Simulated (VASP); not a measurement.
A run of VASP 6.6.1:

Contents of INCAR:

```
PREC = Accurate
ENCUT = 520
EDIFF = 1E-6
ISMEAR = 0
SIGMA = 0.1
LREAL = F
LASPH = T
NELM = 100
ALGO = Fast
ISIF = 2
LWAVE = F
LCHARG = T
GGA = PE
LELF = T
LVHAR = T
NBANDS = 19
```

KPOINTS

```
Automatic mesh
0
Gamma
  24 24 12
```

File POSCAR:

```
Ti
1.0
    2.9678426420      0.0000000000      0.0000000000
   -1.4839213210      2.5702271224      0.0000000000
    0.0000000000      0.0000000000      4.6227302095
Ti
2
Direct
    0.3333333333      0.6666666667      0.2500000000
    0.6666666667      0.3333333333      0.7500000000
```

Potentials or basis: VASP PAW PBE potentials, release 64 (Ti_sv).

Run with:

```console
$ cat potpaw_PBE.64/Ti_sv/POTCAR > POTCAR
$ mpirun -np 1 vasp_std > vasp.out
```

Hardware: 1 thread of Intel(R) Xeon(R) 6975P-C (Granite Rapids), on a shared host.

How long does it take, and how much memory?

Run time: 5 min on 1 thread of Intel(R) Xeon(R) 6975P-C (Granite Rapids), with other jobs on the host, peak memory 0.34 GiB. Counts: scf iterations 36, k points 427.
